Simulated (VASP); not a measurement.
Here is a VASP 6.6.1 calculation.

Contents of INCAR:

```
SYSTEM = AlIr
PREC = Accurate
ENCUT = 600
EDIFF = 1E-8
ISMEAR = -1
SIGMA = 0.1
LREAL = .FALSE.
LASPH = .TRUE.
NELM = 100
ALGO = Normal
ISIF = 3
LWAVE = .FALSE.
LCHARG = .FALSE.
GGA = CA
IBRION = 6
NFREE = 2
POTIM = 0.015
NSW = 1
```

The input KPOINTS:

```
regular mesh
0
G
  14 14 14
  0 0 0
```

Contents of POSCAR:

```
AlIr
1.0
    2.9697314271      0.0000000000      0.0000000000
    0.0000000000      2.9697314271      0.0000000000
    0.0000000000      0.0000000000      2.9697314271
Al Ir
1 1
Direct
    0.0000000000      0.0000000000      0.0000000000
    0.5000000000      0.5000000000      0.5000000000
```

Potentials or basis: VASP PAW LDA potentials, release 64 (Al, Ir).

Run with:

```sh
$ cat potpaw_LDA.64/Al/POTCAR potpaw_LDA.64/Ir/POTCAR > POTCAR
$ mpirun -np 1 vasp_std > vasp.out
```

**Question.** What does it give for the elastic constants C11, C12, C44?

**Answer.** 360, 216, 144 GPa.

**Question.** Predict the Voigt bulk modulus.

**Answer.** 264 GPa.

**Question.** Predict the highest phonon frequency at Γ, LO-TO splitting left out.

**Answer.** 298 cm⁻¹.

Clamped-ion elastic tensor (GPa):
```
360 216 216   0   0   0
216 360 216   0   0   0
216 216 360   0   0   0
  0   0   0 144   0   0
  0   0   0   0 144   0
  0   0   0   0   0 144
```

Caveat: the cell is under stress, which shifts elastic constants.
